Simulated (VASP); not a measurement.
# GaSb3 (I4/mmm) in VASP: further runs

The runs below take GaSb3 through single point, with PBEsol.

All numbers are computed with VASP 6.6.1; they aren't measurements. Logs are shortened: lines on timing, memory, paths and dates and some standing lists are left out, and cuts for length are marked.

## (1) The cell of the first run

Symmetry: I4/mmm, No. 139, tetragonal system. Conventional cell: a = 5.339 Å, b = 5.339 Å, c = 7.351 Å, α = 90.00°, β = 90.00°, γ = 90.00°. Within 4.3 Å of Ga (site symmetry 4/mmm) lie 14 Sb at 3.24 to 3.77 Å. Within 4.3 Å of Sb (site symmetry -4m2) lie 4 Ga at 3.24 Å and 10 Sb at 3.24 to 3.77 Å. Sb (site symmetry 4/mmm) has 8 Sb at 3.24 Å and 6 Ga at 3.68 to 3.77 Å within 4.3 Å.

## (2) Single point, PBEsol (26.19 Å³/atom)

INCAR reads:

```
SYSTEM = GaSb3
PREC = Accurate
ENCUT = 520
EDIFF = 1E-6
ISMEAR = 0
SIGMA = 0.15
LREAL = .False.
LASPH = .True.
NELM = 100
ALGO = Normal
ISIF = 2
LWAVE = .False.
LCHARG = .False.
GGA = PS
NBANDS = 22
```

KPOINTS reads:

```
regular mesh
0
Gamma
  10 10 10
  0 0 0
```

POSCAR reads:

```
GaSb3
1.0
    0.0000000000      3.7749545420      3.6752957421
    3.7749545420      0.0000000000      3.6752957421
    3.7749545420      3.7749545420      0.0000000000
Ga Sb
1 3
Direct
    0.0000000000      0.0000000000      0.0000000000
    0.2500000000      0.2500000000      0.2500000000
    0.7500000000      0.7500000000      0.7500000000
    0.5000000000      0.5000000000      0.5000000000
```

Potentials or basis: VASP PAW PBE potentials, release 64 (Ga_d, Sb).

The run is started by

```
cat potpaw_PBE.64/Ga_d/POTCAR potpaw_PBE.64/Sb/POTCAR > POTCAR
mpirun -np 1 vasp_std > vasp.out
```

OUTCAR:

```text
SYSTEM = GaSb3
   PREC = Accurate
   ENCUT = 520
   EDIFF = 1E-6
   ISMEAR = 0
   LREAL = .False.
   LASPH = .True.
   NELM = 100
   ISIF = 2
   GGA = PS

 ion  position               nearest neighbor table
   1  0.000  0.000  0.000-   3 3.24   2 3.24   3 3.24   2 3.24   3 3.24   3 3.24   2 3.24   2 3.24

   2  0.250  0.250  0.250-   1 3.24   1 3.24   4 3.24   4 3.24   1 3.24   1 3.24   4 3.24   4 3.24
                             3 3.68   3 3.68   3 3.77   3 3.77   3 3.77   3 3.77
   3  0.750  0.750  0.750-   4 3.24   1 3.24   4 3.24   1 3.24   4 3.24   4 3.24   1 3.24   1 3.24
                             2 3.68   2 3.68   2 3.77   2 3.77   2 3.77   2 3.77
   4  0.500  0.500  0.500-   2 3.24   2 3.24   3 3.24   3 3.24   2 3.24   2 3.24   3 3.24   3 3.24

  LATTYP: Found a body centered tetragonal cell.
 ALAT       =     5.3385919106
 C/A-ratio  =     1.3768783243

  Lattice vectors:

 A1 = (   0.0000000000,  -3.7749545420,  -3.6752957421)
 A2 = (   0.0000000000,   3.7749545420,  -3.6752957421)
 A3 = (   3.7749545420,   0.0000000000,   3.6752957421)

Analysis of symmetry for initial positions (statically):
=====================================================================
 Subroutine PRICEL returns:
 Original cell was already a primitive cell.

 Routine SETGRP: Setting up the symmetry group for a
 body centered tetragonal supercell.

 Subroutine GETGRP returns: Found 16 space group operations
 (whereof 16 operations were pure point group operations)
 out of a pool of 16 trial point group operations.

The static configuration has the point symmetry D_4h.

Analysis of symmetry for dynamics (positions and initial velocities):
=====================================================================
 Subroutine PRICEL returns:
 Original cell was already a primitive cell.

 Routine SETGRP: Setting up the symmetry group for a
 body centered tetragonal supercell.

 Subroutine GETGRP returns: Found 16 space group operations
 (whereof 16 operations were pure point group operations)
 out of a pool of 16 trial point group operations.

The dynamic configuration has the point symmetry D_4h.

 Subroutine INISYM returns: Found 16 space group operations
 (whereof 16 operations are pure point group operations),
 and found     1 'primitive' translations

----------------------------------------------------------------------------------------

                                     Primitive cell

  volume of cell :     104.7480

  direct lattice vectors                    reciprocal lattice vectors
     0.000000000  3.774954542  3.675295742    -0.132451926  0.132451926  0.136043474
     3.774954542  0.000000000  3.675295742     0.132451926 -0.132451926  0.136043474
     3.774954542  3.774954542  0.000000000     0.132451926  0.132451926 -0.136043474

  length of vectors
     5.268593796  5.268593796  5.338591911     0.231505620  0.231505620  0.231505620

  position of ions in fractional coordinates (direct lattice)
     0.000000000  0.000000000  0.000000000
     0.250000000  0.250000000  0.250000000
     0.750000000  0.750000000  0.750000000
     0.500000000  0.500000000  0.500000000

  ion indices of the primitive-cell ions
   primitive index   ion index
                 1           1
                 2           2
                 3           3
                 4           4

----------------------------------------------------------------------------------------

 KPOINTS: regular mesh

Automatic generation of k-mesh.
 Grid dimensions read from file:
 generate k-points for:   10   10   10

 Generating k-lattice:

  Cartesian coordinates                     Fractional coordinates (reciprocal lattice)
    -0.013245193  0.013245193  0.013604347     0.100000000  0.000000000  0.000000000
     0.013245193 -0.013245193  0.013604347     0.000000000  0.100000000  0.000000000
     0.013245193  0.013245193 -0.013604347    -0.000000000 -0.000000000  0.100000000

  Length of vectors
     0.023150562  0.023150562  0.023150562

  Shift w.r.t. Gamma in fractional coordinates (k-lattice)
     0.000000000  0.000000000  0.000000000

 Subroutine IBZKPT returns following result:
 ===========================================

 Found    102 irreducible k-points:

 Following reciprocal coordinates:
            Coordinates               Weight
  0.000000  0.000000  0.000000      1.000000
  0.100000  0.000000  0.000000      8.000000
  0.200000  0.000000  0.000000      8.000000
  0.300000  0.000000  0.000000      8.000000
  0.400000 -0.000000  0.000000      8.000000
  0.500000 -0.000000  0.000000      4.000000
[... 16 lines left out ...]
  0.300000  0.300000  0.000000      2.000000
  0.400000  0.300000  0.000000      8.000000
 [... further k-points ...]
   k-points           NKPTS =    102   k-points in BZ     NKDIM =    102   number of bands    NBANDS=     22
   number of dos      NEDOS =    301   number of ions     NIONS =      4
   total plane-waves  NPLWV =  64000
   dimension x,y,z NGX =    40 NGY =   40 NGZ =   40
   dimension x,y,z NGXF=    80 NGYF=   80 NGZF=   80
   ions per type =               1   3
   NGX,Y,Z   is equivalent  to a cutoff of  12.62, 12.62, 12.46 a.u.
   NGXF,Y,Z  is equivalent  to a cutoff of  25.24, 25.24, 24.91 a.u.
 SYSTEM =  GaSb3
   PREC   = accura    normal or accurate (medium, high low for compatibility)
   ISTART =      0    job   : 0-new  1-cont  2-samecut
   ICHARG =      2    charge: 1-file 2-atom 10-const
   ISPIN  =      1    spin polarized calculation?
   LNONCOLLINEAR =      F non collinear calculations
   LSORBIT =      F    spin-orbit coupling
   LASPH  =      T    aspherical Exc in radial PAW
   ENCUT  =  520.0 eV  38.22 Ry    6.18 a.u.   9.80  9.80  9.93*2*pi/ulx,y,z
   NELM   =    100;   NELMIN=  2; NELMDL= -5     # of ELM steps
   EDIFF  = 0.1E-05   stopping-criterion for ELM
   LREAL  =      F    real-space projection
   EDIFFG = 0.1E-04   stopping-criterion for IOM
   NSW    =      0    number of steps for IOM
   IBRION =     -1    ionic relax: 0-MD 1-quasi-New 2-CG
   NFREE  =      0    steps in history (QN), initial steepest desc. (CG)
   ISIF   =      2    stress and relaxation
   ISYM   =      2    0-nonsym 1-usesym 2-fastsym
   POTIM  = 0.5000    time-step for ionic-motion
   TEBEG  =    0.0;   TEEND  =   0.0 temperature during run
   PSTRESS=    0.0 pullay stress
   NELECT =      28.0000    total number of electrons
   NUPDOWN=      -1.0000    fix difference up-down
   EMIN   =  10.00;   EMAX   =-10.00  energy-range for DOS
   EFERMI =   0.00;   METHOD = LEGACY
   ISMEAR =     0;   SIGMA  =   0.15  broadening in eV -4-tet -1-fermi 0-gaus
   EFERMI_NEDOS =   21; number of points for ismear=-14 and -15
   IALGO  =     38    algorithm
   IMIX   =      4    mixing-type and parameters
     AMIX     =   0.40;   BMIX     =  1.00
     AMIX_MAG =   1.60;   BMIX_MAG =  1.00
  volume/ion in A,a.u.               =      26.19       176.72
  Fermi-wavevector in a.u.,A,eV,Ry     =   1.054579  1.992864 15.131527  1.112136
  Thomas-Fermi vector in A             =   2.189744
   LORBIT       =      0    0 simple, 1 ext, 2 COOP (PROOUT), +10 PAW based schemes
   GGA     = PS    functional components
   LHFCALC =     F    Hartree Fock is set to
   AEXX    =    0.0000 exact exchange contribution
   IVDW    =     0    specifies the selected vdW correction
   LEPSILON=     F    determine dielectric tensor
   LRPA    =     F    only Hartree local field effects (RPA)
 non-spin polarized calculation
 Gauss-broadening in eV      SIGMA  =   0.15
  energy-cutoff  :      520.00
  volume of cell :      104.75
 maximum number of plane-waves:      2846
   NGX = 19   NGY = 19   NGZ = 19

 number of electron      28.0000008 magnetization

 Free energy of the ion-electron system (eV)
  ---------------------------------------------------
  ext. energy  EPLUGINS =         0.00000000
  ---------------------------------------------------
  free energy    TOTEN  =       -16.29924602 eV

  energy without entropy =      -16.27174222  energy(sigma->0) =      -16.28549412

 E-fermi :   7.1954     XC(G=0): -10.2609

 val. band max:        7.1868981586   @ k =   0.1000   0.0000   0.0000
 cond. band min:       7.2117617795   @ k =  -0.2000   0.1000   0.3000
 fundamental gap:      0.0248636209
 Fermi energy:         7.1954127144

 k-point     1 :       0.0000    0.0000    0.0000
  band No.  band energies     occupation
      1      -7.5372      2.00000
      2      -7.5372      2.00000
      3      -7.5352      2.00000
      4      -7.5259      2.00000
      5      -7.5223      2.00000
      6      -5.1769      2.00000
[... 14 lines left out ...]
     21      13.8068      0.00000
     22      13.8125      0.00000

 k-point     2 :       0.1000    0.0000    0.0000
  band No.  band energies     occupation
      1      -7.5374      2.00000
      2      -7.5370      2.00000
      3      -7.5352      2.00000
      4      -7.5260      2.00000
      5      -7.5223      2.00000
      6      -5.1007      2.00000
[... 14 lines left out ...]
     21      13.1527      0.00000
     22      13.6715      0.00000

 k-point     3 :       0.2000    0.0000    0.0000
  band No.  band energies     occupation
      1      -7.5384      2.00000
      2      -7.5364      2.00000
      3      -7.5349      2.00000
      4      -7.5261      2.00000
      5      -7.5224      2.00000
      6      -4.8739      2.00000
[... 14 lines left out ...]
     21      12.0075      0.00000
     22      13.1010      0.00000

 k-point     4 :       0.3000    0.0000    0.0000
  band No.  band energies     occupation
      1      -7.5399      2.00000
      2      -7.5358      2.00000
      3      -7.5345      2.00000
      4      -7.5263      2.00000
      5      -7.5225      2.00000
      6      -4.5041      2.00000
[... 14 lines left out ...]
     21      12.2097      0.00000
     22      12.9118      0.00000

 k-point     5 :       0.4000   -0.0000    0.0000
  band No.  band energies     occupation
      1      -7.5413      2.00000
      2      -7.5354      2.00000
      3      -7.5341      2.00000
      4      -7.5264      2.00000
      5      -7.5226      2.00000
      6      -4.0218      2.00000
[... 14 lines left out ...]
     21      11.9291      0.00000
     22      14.2709      0.00000

 k-point     6 :       0.5000   -0.0000    0.0000
  band No.  band energies     occupation
      1      -7.5418      2.00000
      2      -7.5352      2.00000
      3      -7.5340      2.00000
      4      -7.5264      2.00000
      5      -7.5226      2.00000
      6      -3.6629      2.00000
[... 14 lines left out ...]
     21      12.4553      0.00000
     22      15.8054      0.00000

 k-point     7 :       0.1000    0.1000    0.0000
  band No.  band energies     occupation
      1      -7.5368      2.00000
      2      -7.5368      2.00000
      3      -7.5360      2.00000
      4      -7.5262      2.00000
      5      -7.5222      2.00000
      6      -5.0716      2.00000
[... 324 lines left out ...]
      6      -3.4712      2.00000
[... 14 lines left out ...]
     21      12.0891      0.00000
     22      15.1192      0.00000

 k-point    21 :      -0.3000    0.2000    0.0000
  band No.  band energies     occupation
      1      -7.5397      2.00000
      2      -7.5357      2.00000
      3      -7.5349      2.00000
      4      -7.5270      2.00000
      5      -7.5228      2.00000
      6      -3.9508      2.00000
[... 14 lines left out ...]
     21      12.7416      0.00000
     22      13.8926      0.00000

 k-point    22 :      -0.2000    0.2000    0.0000
  band No.  band energies     occupation
      1      -7.5395      2.00000
      2      -7.5356      2.00000
      3      -7.5350      2.00000
      4      -7.5265      2.00000
      5      -7.5229      2.00000
      6      -4.3930      2.00000
[... 14 lines left out ...]
     21      12.7556      0.00000
     22      13.2069      0.00000

 k-point    23 :       0.3000    0.3000    0.0000
  band No.  band energies     occupation
      1      -7.5409      2.00000
      2      -7.5344      2.00000
      3      -7.5344      2.00000
      4      -7.5287      2.00000
      5      -7.5216      2.00000
      6      -4.2418      2.00000
[... 14 lines left out ...]
     21      11.3701      0.00000
     22      11.4365      0.00000

 k-point    24 :       0.4000    0.3000    0.0000
  band No.  band energies     occupation
      1      -7.5418      2.00000
      2      -7.5342      2.00000
      3      -7.5339      2.00000
      4      -7.5293      2.00000
      5      -7.5216      2.00000
      6      -3.8690      2.00000
[... 14 lines left out ...]
     21      11.4594      0.00000
     22      12.0561      0.00000

 [... further k-points ...]
[... 5 lines left out ...]
  --------------------------------------------------------------------------------------
  -------------------------------------------------------------------------------------
  Total       -2.7524413     -2.7524413     -2.3714538      0.0000000      0.0000000     -0.0000000
  in kB      -42.1000794    -42.1000794    -36.2726690      0.0000000      0.0000000     -0.0000000
  external PRESSURE =     -40.1576093 kB  Pullay stress =       0.0000000 kB

 VOLUME and BASIS-vectors are now :
 -----------------------------------------------------------------------------
  energy-cutoff  :      520.00
  volume of cell :      104.75
      direct lattice vectors                 reciprocal lattice vectors
     0.000000000  3.774954542  3.675295742    -0.132451926  0.132451926  0.136043474
     3.774954542  0.000000000  3.675295742     0.132451926 -0.132451926  0.136043474
     3.774954542  3.774954542  0.000000000     0.132451926  0.132451926 -0.136043474

 POSITION                                       TOTAL-FORCE (eV/Angst)
 -----------------------------------------------------------------------------------
      0.00000      0.00000      0.00000        -0.000000      0.000000     -0.000000
      1.88748      1.88748      1.83765         0.000000      0.000000     -0.000000
      5.66243      5.66243      5.51294        -0.000000     -0.000000      0.000000
      3.77495      3.77495      3.67530        -0.000000      0.000000     -0.000000
 -----------------------------------------------------------------------------------
    total drift:                               -0.000000      0.000000      0.000000

  FREE ENERGIE OF THE ION-ELECTRON SYSTEM (eV)
  ---------------------------------------------------
  free  energy   TOTEN  =       -16.2992460223 eV

  energy  without entropy=      -16.2717422243  energy(sigma->0) =      -16.28549412
```

Wall time 4.4 min (1 thread of Intel Xeon 8259CL, shared host); peak memory 0.39 GiB.

What came out:

```yaml
Free_energy: -16.2992 eV
Pressure: -4.0 GPa
Band_gap_on_the_k_mesh: zero (bands 14 and 15 overlap by 3.81 eV)
```

Caveat: the cell stands under tension; the PAW data sets were made with another functional, which shifts forces and pressure a little; spin-orbit coupling is left out, which moves the levels of the heavy elements.

## (3) Single point, PBEsol (26.19 Å³/atom)

INCAR reads:

```
  PREC = Accurate
  ENCUT = 520
  EDIFF = 1E-7
  ISMEAR = 0
  SIGMA = 0.15
  LREAL = False
  LASPH = True
  NELM = 100
  ALGO = Normal
  ISIF = 2
  LWAVE = False
  LCHARG = False
  GGA = PS
  NBANDS = 22
```

KPOINTS reads:

```
regular mesh
0
Gamma
  10 10 10
```

POSCAR reads:

```
GaSb3
1.0
    0.0000000000      3.6427464426      3.9469157705
    3.6427464426      0.0000000000      3.9469157705
    3.6427464426      3.6427464426      0.0000000000
Ga Sb
1 3
Direct
    0.0000000000      0.0000000000      0.0000000000
    0.2500000000      0.2500000000      0.2500000000
    0.7500000000      0.7500000000      0.7500000000
    0.5000000000      0.5000000000      0.5000000000
```

Potentials or basis: VASP PAW PBE potentials, release 64 (Ga_d, Sb).

The run is started by

```
cat potpaw_PBE.64/Ga_d/POTCAR potpaw_PBE.64/Sb/POTCAR > POTCAR
mpirun -np 1 vasp_std > vasp.out
```

OUTCAR:

```text
PREC = Accurate
   ENCUT = 520
   EDIFF = 1E-7
   ISMEAR = 0
   LREAL = False
   LASPH = True
   NELM = 100
   ISIF = 2
   GGA = PS

 ion  position               nearest neighbor table
   1  0.000  0.000  0.000-   3 3.24   3 3.24   3 3.24   2 3.24   3 3.24   2 3.24   2 3.24   2 3.24

   2  0.250  0.250  0.250-   1 3.24   1 3.24   1 3.24   1 3.24   4 3.24   4 3.24   4 3.24   4 3.24
                             3 3.64   3 3.64   3 3.64   3 3.64
   3  0.750  0.750  0.750-   4 3.24   4 3.24   4 3.24   1 3.24   4 3.24   1 3.24   1 3.24   1 3.24
                             2 3.64   2 3.64   2 3.64   2 3.64
[... 804 lines left out ...]
  -------------------------------------------------------------------------------------
  Total       -2.1315917     -2.1315917     -3.1364320      0.0000000      0.0000000     -0.0000000
  in kB      -32.6038476    -32.6038476    -47.9734246      0.0000000      0.0000000     -0.0000000
  external PRESSURE =     -37.7270400 kB  Pullay stress =       0.0000000 kB

 VOLUME and BASIS-vectors are now :
 -----------------------------------------------------------------------------
  energy-cutoff  :      520.00
  volume of cell :      104.75
      direct lattice vectors                 reciprocal lattice vectors
     0.000000000  3.642746443  3.946915770    -0.137259073  0.137259073  0.126681193
     3.642746443  0.000000000  3.946915770     0.137259073 -0.137259073  0.126681193
     3.642746443  3.642746443  0.000000000     0.137259073  0.137259073 -0.126681193

 POSITION                                       TOTAL-FORCE (eV/Angst)
 -----------------------------------------------------------------------------------
      0.00000      0.00000      0.00000        -0.000000      0.000000     -0.000000
      1.82137      1.82137      1.97346        -0.000000     -0.000000      0.000000
      5.46412      5.46412      5.92037         0.000000      0.000000     -0.000000
      3.64275      3.64275      3.94692         0.000000      0.000000      0.000000
 -----------------------------------------------------------------------------------
    total drift:                               -0.000000      0.000000      0.000000

  FREE ENERGIE OF THE ION-ELECTRON SYSTEM (eV)
  ---------------------------------------------------
  free  energy   TOTEN  =       -16.2692729174 eV

  energy  without entropy=      -16.2372192374  energy(sigma->0) =      -16.25324608
```

OSZICAR:

```text
N       E                     dE             d eps       ncg     rms          rms(c)
DAV:   1     0.158450050345E+03    0.15845E+03   -0.11625E+04  4674   0.133E+03
DAV:   2    -0.655635126187E+00   -0.15911E+03   -0.15297E+03  4974   0.321E+02
DAV:   3    -0.158690194416E+02   -0.15213E+02   -0.14775E+02  5548   0.819E+01
DAV:   4    -0.163029444739E+02   -0.43393E+00   -0.43240E+00  5118   0.144E+01
DAV:   5    -0.163135026262E+02   -0.10558E-01   -0.10555E-01  5658   0.233E+00    0.301E+00
DAV:   6    -0.162805896945E+02    0.32913E-01   -0.49308E-02  5784   0.224E+00    0.164E+00
DAV:   7    -0.162696521668E+02    0.10938E-01   -0.26033E-02  5476   0.114E+00    0.159E-01
DAV:   8    -0.162692818936E+02    0.37027E-03   -0.21120E-03  5372   0.432E-01    0.661E-02
DAV:   9    -0.162692739392E+02    0.79544E-05   -0.14053E-04  5482   0.753E-02    0.202E-02
DAV:  10    -0.162692735260E+02    0.41328E-06   -0.14572E-05  5286   0.395E-02    0.568E-03
DAV:  11    -0.162692732811E+02    0.24486E-06   -0.11298E-06  6250   0.925E-03    0.179E-03
DAV:  12    -0.162692729795E+02    0.30158E-06   -0.87818E-08  3288   0.297E-03    0.399E-04
DAV:  13    -0.162692729174E+02    0.62116E-07   -0.14051E-08  2988   0.111E-03
   1 F= -.16269273E+02 E0= -.16253246E+02  d E =-.320537E-01
```

Wall time 4.5 min (1 thread of Intel Xeon 8259CL, shared host); peak memory 0.39 GiB.

What came out:

* Free energy: -16.2693 eV
* Pressure: -3.8 GPa
* Band gap on the k mesh: zero (bands 14 and 15 overlap by 4.01 eV)

Levels at points of the mesh, in eV from the Fermi level:
| k point | band 12 | band 13 | band 14 | band 15 | band 16 | band 17 |
| --- | --- | --- | --- | --- | --- | --- |
| (0.00, 0.00, 0.00) | -2.70 | -2.30 | -2.30 | -2.19 | -0.98 | -0.35 |
| (0.50, 0.00, 0.00) | -2.67 | -2.43 | -0.38 | -0.06 | 1.71 | 2.42 |
| (0.50, 0.50, 0.00) | 0.84 | 1.25 | 1.25 | 1.42 | 1.50 | 1.99 |
| (0.50, 0.00, 0.50) | 0.28 | 0.36 | 0.48 | 1.21 | 1.61 | 2.34 |

Caveat: the cell stands under tension; the PAW data sets were made with another functional, which shifts forces and pressure a little; spin-orbit coupling is left out, which moves the levels of the heavy elements.

(Part 1 of 2 ends here.)
